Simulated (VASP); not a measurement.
A run of VASP 6.6.1:

File INCAR:

```
  ALGO = Normal
  EDIFF = 1E-6
  ENCUT = 600
  GGA = PE
  GGA_COMPAT = False
  ISIF = 2
  ISMEAR = 0
  LASPH = True
  LCHARG = False
  LREAL = False
  LWAVE = False
  NBANDS = 15
  NELM = 120
  PREC = Accurate
  SIGMA = 0.01
```

The input KPOINTS:

```
k-points
0
Gamma
  4 4 4
```

The input POSCAR:

```
KF
1.0
    3.1788707423      0.0000000000      0.0000000000
    0.0000000000      3.1788707423      0.0000000000
    0.0000000000      0.0000000000      3.1788707423
K F
1 1
Direct
    0.0000000000      0.0000000000      0.0000000000
    0.5000000000      0.5000000000      0.5000000000
```

Potentials or basis: VASP PAW PBE potentials, release 64 (K_sv, F).

Command:

```bash
$ cat potpaw_PBE.64/K_sv/POTCAR potpaw_PBE.64/F/POTCAR > POTCAR
$ mpirun -np 1 vasp_std > vasp.out
```

Hardware: 1 thread of Intel(R) Xeon(R) Platinum 8559C (Emerald Rapids) (shared host).

Task: Estimate the wall time of this run.

Result: Wall time 7.9 s on 1 thread of Intel(R) Xeon(R) Platinum 8559C (Emerald Rapids) (shared host), peak memory 0.15 GiB. Counts: scf iterations 13, k points 10.
